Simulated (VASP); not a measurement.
# Mg3O5 in VASP: single point with PBE

Aim: the single point of Mg3O5 with PBE.

All numbers are computed with VASP 6.6.1; they aren't measurements. Logs are shortened: lines on timing, memory, paths and dates and some standing lists are left out, and cuts for length are marked.

### 1 The cell of the first run

The cell holds a slab with vacuum, 8 atoms: a = 3.009 Å, b = 3.009 Å, c = 22.640 Å, α = 90.00°, β = 90.00°, γ = 120.00°.

### 2 Single point, PBE, collinear spin

The input, INCAR:

```
  ALGO = Normal
  DIPOL = 0.5 0.5 0.363
  EDIFF = 1E-6
  ENCUT = 520
  GGA = PE
  IDIPOL = 3
  ISIF = 2
  ISMEAR = 0
  ISPIN = 2
  LASPH = T
  LCHARG = F
  LDIPOL = T
  LORBIT = 11
  LREAL = F
  LWAVE = F
  MAGMOM = 0 0 0 0 2 0 0 0
  NBANDS = 32
  NELM = 150
  PREC = Accurate
  SIGMA = 0.05
```

The input, KPOINTS:

```
k-points
0
Gamma
  9 9 1
```

The input, POSCAR:

```
Mg3O5
1.0
    3.0085896345      0.0000000000      0.0000000000
   -1.5042948172      2.6055150530      0.0000000000
    0.0000000000      0.0000000000     22.6402161784
O Mg
5 3
Direct
    0.3333333333      0.6666666666      0.1766767582
    0.0000000000      0.0000000000      0.2851785115
    0.6666666667      0.3333333333      0.3912489372
    0.3333333333      0.6666666666      0.4920543201
    0.6666666667      0.8333333333      0.5388185486
    0.6666666667      0.3333333333      0.2309276348
    0.3333333333      0.6666666666      0.3403531132
    0.0000000000      0.0000000000      0.4520540599
```

Potentials or basis: VASP PAW PBE potentials, release 64 (O, Mg).

The run is started by

```sh
cat potpaw_PBE.64/O/POTCAR potpaw_PBE.64/Mg/POTCAR > POTCAR
mpirun -np 1 vasp_std > vasp.out
```

OUTCAR:

```text
EDIFF = 1E-6
   ENCUT = 520
   GGA = PE
   ISIF = 2
   ISMEAR = 0
   ISPIN = 2
   LASPH = T
   LORBIT = 11
   LREAL = F
   NELM = 150
   PREC = Accurate

 ion  position               nearest neighbor table
   1  0.333  0.667  0.177-   6 2.13   6 2.13   6 2.13
   2  0.000  0.000  0.285-   6 2.13   6 2.13   6 2.13   7 2.14   7 2.14   7 2.14
   3  0.667  0.333  0.391-   7 2.08   7 2.08   7 2.08   8 2.22   8 2.22   8 2.22
   4  0.333  0.667  0.492-   5 1.37   8 1.96   8 1.96   8 1.96
   5  0.667  0.833  0.539-   4 1.37   8 2.15
   6  0.667  0.333  0.231-   1 2.13   1 2.13   1 2.13   2 2.13   2 2.13   2 2.13   7 3.03   7 3.03
                             7 3.03
   7  0.333  0.667  0.340-   3 2.08   3 2.08   3 2.08   2 2.14   2 2.14   2 2.14   6 3.03   6 3.03
                             6 3.03   8 3.07   8 3.07   8 3.07
   8  0.000  0.000  0.452-   4 1.96   4 1.96   4 1.96   5 2.15   3 2.22   3 2.22   3 2.22   7 3.07
                             7 3.07   7 3.07

  LATTYP: Found a hexagonal cell.
 ALAT       =     3.0085896345
 C/A-ratio  =     7.5251925084

  Lattice vectors:

 A1 = (   3.0085896345,   0.0000000000,   0.0000000000)
 A2 = (  -1.5042948172,   2.6055150530,   0.0000000000)
 A3 = (   0.0000000000,   0.0000000000,  22.6402161784)

Analysis of symmetry for initial positions (statically):
=====================================================================
 Subroutine PRICEL returns:
 Original cell was already a primitive cell.

 Routine SETGRP: Setting up the symmetry group for a
 hexagonal supercell.

 Subroutine GETGRP returns: Found  2 space group operations
 (whereof  2 operations were pure point group operations)
 out of a pool of 24 trial point group operations.

The static configuration has the point symmetry C_1h.

Analysis of symmetry for dynamics (positions and initial velocities):
=====================================================================
 Subroutine PRICEL returns:
 Original cell was already a primitive cell.

 Routine SETGRP: Setting up the symmetry group for a
 hexagonal supercell.

 Subroutine GETGRP returns: Found  2 space group operations
 (whereof  2 operations were pure point group operations)
 out of a pool of 24 trial point group operations.

The dynamic configuration has the point symmetry C_1h.

Analysis of structural, dynamic, and magnetic symmetry:
=====================================================================
 Subroutine PRICEL returns:
 Original cell was already a primitive cell.

 Routine SETGRP: Setting up the symmetry group for a
 hexagonal supercell.

 Subroutine GETGRP returns: Found  2 space group operations
 (whereof  2 operations were pure point group operations)
 out of a pool of 24 trial point group operations.

The overall configuration has the point symmetry C_1h.

 Subroutine INISYM returns: Found  2 space group operations
 (whereof  2 operations are pure point group operations),
 and found     1 'primitive' translations

----------------------------------------------------------------------------------------

                                     Primitive cell

  volume of cell :     177.4750

  direct lattice vectors                    reciprocal lattice vectors
     3.008589634  0.000000000  0.000000000     0.332381654  0.191900638  0.000000000
    -1.504294817  2.605515053  0.000000000     0.000000000  0.383801275  0.000000000
     0.000000000  0.000000000 22.640216178     0.000000000  0.000000000  0.044169190

  length of vectors
     3.008589634  3.008589634 22.640216178     0.383801275  0.383801275  0.044169190

  position of ions in fractional coordinates (direct lattice)
     0.333333333  0.666666667  0.176676758
     0.000000000  0.000000000  0.285178511
     0.666666667  0.333333333  0.391248937
     0.333333333  0.666666667  0.492054320
     0.666666667  0.833333333  0.538818549
     0.666666667  0.333333333  0.230927635
     0.333333333  0.666666667  0.340353113
     0.000000000  0.000000000  0.452054060

  ion indices of the primitive-cell ions
   primitive index   ion index
                 1           1
[... 68 lines left out ...]
 SYSTEM =  unknown system
   PREC   = accura    normal or accurate (medium, high low for compatibility)
   ISTART =      0    job   : 0-new  1-cont  2-samecut
   ICHARG =      2    charge: 1-file 2-atom 10-const
   ISPIN  =      2    spin polarized calculation?
   LNONCOLLINEAR =      F non collinear calculations
   LSORBIT =      F    spin-orbit coupling
   LASPH  =      T    aspherical Exc in radial PAW
   ENCUT  =  520.0 eV  38.22 Ry    6.18 a.u.   5.59  5.59 42.10*2*pi/ulx,y,z
   NELM   =    150;   NELMIN=  2; NELMDL= -5     # of ELM steps
   EDIFF  = 0.1E-05   stopping-criterion for ELM
   LREAL  =      F    real-space projection
   EDIFFG = 0.1E-04   stopping-criterion for IOM
   NSW    =      0    number of steps for IOM
   IBRION =     -1    ionic relax: 0-MD 1-quasi-New 2-CG
   NFREE  =      0    steps in history (QN), initial steepest desc. (CG)
   ISIF   =      2    stress and relaxation
   ISYM   =      2    0-nonsym 1-usesym 2-fastsym
   POTIM  = 0.5000    time-step for ionic-motion
   TEBEG  =    0.0;   TEEND  =   0.0 temperature during run
   PSTRESS=    0.0 pullay stress
   NELECT =      36.0000    total number of electrons
   NUPDOWN=      -1.0000    fix difference up-down
   EMIN   =  10.00;   EMAX   =-10.00  energy-range for DOS
   EFERMI =   0.00;   METHOD = LEGACY
   ISMEAR =     0;   SIGMA  =   0.05  broadening in eV -4-tet -1-fermi 0-gaus
   EFERMI_NEDOS =   21; number of points for ismear=-14 and -15
   IALGO  =     38    algorithm
   IMIX   =      4    mixing-type and parameters
     AMIX     =   0.40;   BMIX     =  1.00
     AMIX_MAG =   1.60;   BMIX_MAG =  1.00
  volume/ion in A,a.u.               =      22.18       149.71
  Fermi-wavevector in a.u.,A,eV,Ry     =   0.961900  1.817728 12.588815  0.925252
  Thomas-Fermi vector in A             =   2.091312
   LORBIT       =     11    0 simple, 1 ext, 2 COOP (PROOUT), +10 PAW based schemes
   GGA     = PE    functional components
   LHFCALC =     F    Hartree Fock is set to
   AEXX    =    0.0000 exact exchange contribution
   IVDW    =     0    specifies the selected vdW correction
   LEPSILON=     F    determine dielectric tensor
   LRPA    =     F    only Hartree local field effects (RPA)
 spin polarized calculation
 Gauss-broadening in eV      SIGMA  =   0.05
  energy-cutoff  :      520.00
  volume of cell :      177.47
 maximum number of plane-waves:      4861
   NGX = 11   NGY = 11   NGZ = 85

 dipolmoment           0.000000      0.000000      0.004155 electrons x Angstroem

 number of electron      36.0000020 magnetization       1.1487041

 dipolmoment           0.000000      0.000000     -0.102098 electrons x Angstroem

 Free energy of the ion-electron system (eV)
  ---------------------------------------------------
  ext. energy  EPLUGINS =         0.00000000
  ---------------------------------------------------
  free energy    TOTEN  =       -41.70550178 eV

  energy without entropy =      -41.69104993  energy(sigma->0) =      -41.69827586

 E-fermi :  -3.4798     XC(G=0):  -5.2077

 val. band max:       -3.4918973411   @ k =  -0.1111   0.4444   0.0000
 cond. band min:      -3.4782527062   @ k =   0.0000   0.1111   0.0000
 fundamental gap:      0.0136446350
 Fermi energy:        -3.4797603780

 spin component 1

 k-point     1 :       0.0000    0.0000    0.0000
  band No.  band energies     occupation
      1     -27.6846      1.00000
      2     -21.2086      1.00000
      3     -20.4301      1.00000
      4     -19.3068      1.00000
      5     -18.9206      1.00000
      6     -10.9280      1.00000
[... 781 lines left out ...]
     29       8.9436      0.00000
     30       9.5710      0.00000

 [... further k-points ...]

 spin component 2

 k-point     1 :       0.0000    0.0000    0.0000
  band No.  band energies     occupation
      1     -27.1229      1.00000
      2     -21.1540      1.00000
      3     -20.3716      1.00000
      4     -19.1577      1.00000
      5     -18.1446      1.00000
      6     -10.5584      1.00000
[... 781 lines left out ...]
     29       8.9793      0.00000
     30       9.6092      0.00000

 [... further k-points ...]

 [bands above 30 left out]

------------------------ aborting loop because EDIFF is reached ----------------------------------------

 vacuum level on the upper side and lower side of the slab       (xc-potential included)        -1.397         0.917

  FORCE on cell =-STRESS in cart. coord.  units (eV):
  Direction    XX          YY          ZZ          XY          YZ          ZX
  --------------------------------------------------------------------------------------
  -------------------------------------------------------------------------------------
  Total        4.1406689      3.6183276     -1.1317887      0.4523608     -0.5443579     -0.9428510
  in kB       37.3804025     32.6649020    -10.2173633      4.0837432     -4.9142587     -8.5117049
  external PRESSURE =      19.9426471 kB  Pullay stress =       0.0000000 kB

 VOLUME and BASIS-vectors are now :
 -----------------------------------------------------------------------------
  energy-cutoff  :      520.00
  volume of cell :      177.47
      direct lattice vectors                 reciprocal lattice vectors
     3.008589634  0.000000000  0.000000000     0.332381654  0.191900638  0.000000000
    -1.504294817  2.605515053  0.000000000     0.000000000  0.383801275  0.000000000
     0.000000000  0.000000000 22.640216178     0.000000000  0.000000000  0.044169190

 POSITION                                       TOTAL-FORCE (eV/Angst)
 -----------------------------------------------------------------------------------
      0.00000      1.73701      4.00000        -0.003009     -0.001737      1.122803
      0.00000      0.00000      6.45650         0.002395      0.001383      0.265012
      1.50429      0.86851      8.85796         0.133656      0.077166      1.436285
      0.00000      1.73701     11.14022         0.064570      0.037280      0.822734
      0.75215      2.17126     12.19897        -0.414363     -0.239233      0.313866
      1.50429      0.86851      5.22825         0.001010      0.000583     -1.216956
      0.00000      1.73701      7.70567         0.002589      0.001495     -0.596260
      0.00000      0.00000     10.23460         0.213152      0.123064     -2.147484
 -----------------------------------------------------------------------------------
    total drift:                               -0.000366     -0.000210      0.000592

  FREE ENERGIE OF THE ION-ELECTRON SYSTEM (eV)
  ---------------------------------------------------
  free  energy   TOTEN  =       -41.7055017764 eV

  energy  without entropy=      -41.6910499345  energy(sigma->0) =      -41.69827586

 vacuum level on the upper side and lower side of the slab         3.433         5.820

 total charge

# of ion       s       p       d       tot
------------------------------------------
    1        1.591   3.214   0.000   4.806
    2        1.545   3.530   0.000   5.074
    3        1.544   3.527   0.000   5.071
    4        1.571   3.492   0.000   5.063
    5        1.616   3.205   0.000   4.821
    6        0.147   0.164   0.068   0.378
    7        0.146   0.174   0.076   0.396
    8        0.149   0.189   0.090   0.428
--------------------------------------------------
tot          8.309  17.494   0.234  26.038

 magnetization (x)

# of ion       s       p       d       tot
------------------------------------------
    1        0.003   0.091   0.000   0.094
    2        0.000   0.027   0.000   0.027
    3        0.001   0.025   0.000   0.026
    4        0.004   0.235   0.000   0.239
    5        0.007   0.554   0.000   0.561
    6       -0.001   0.000   0.001   0.001
    7       -0.000   0.000   0.000   0.001
    8        0.000   0.002   0.003   0.005
--------------------------------------------------
tot          0.015   0.935   0.004   0.954
```

It took 42 min on 1 thread of AMD EPYC 7R43 (Zen 3), shared host; peak memory 0.52 GiB.

What came out:

```yaml
Free_energy: -41.7055 eV
Largest_force: 2.162 eV/Å
Net_moment: 1.15 μB per cell
Site_moments: O +0.09, +0.03, +0.24, +0.56; Mg +0.00, +0.01 μB
Valence_electrons_inside_the_program's_atomic_spheres: O 4.81, 5.07, 5.06, 4.82; Mg 0.38, 0.40, 0.43
```

Forces in eV/Å, atoms in the order of the input:
```
O   -0.003 -0.002  1.123
O    0.002  0.001  0.265
O    0.134  0.077  1.436
O    0.065  0.037  0.823
O   -0.414 -0.239  0.314
Mg   0.001  0.001 -1.217
Mg   0.003  0.001 -0.596
Mg   0.213  0.123 -2.147
```

Levels at points of the mesh, in eV from the Fermi level:
Spin up:
| k point | band 16 | band 17 | band 18 | band 19 | band 20 | band 21 | band 22 | band 23 |
| --- | --- | --- | --- | --- | --- | --- | --- | --- |
| (0.00, 0.00, 0.00) | -0.75 | -0.69 | 0.40 | 0.41 | 4.14 | 5.38 | 6.41 | 7.10 |
Spin down:
```
           k point  band 14  band 15  band 16  band 17  band 18  band 19  band 20  band 21
(0.00, 0.00, 0.00)    -0.72    -0.71    -0.23     0.17     0.32     0.32     4.34     5.63
```
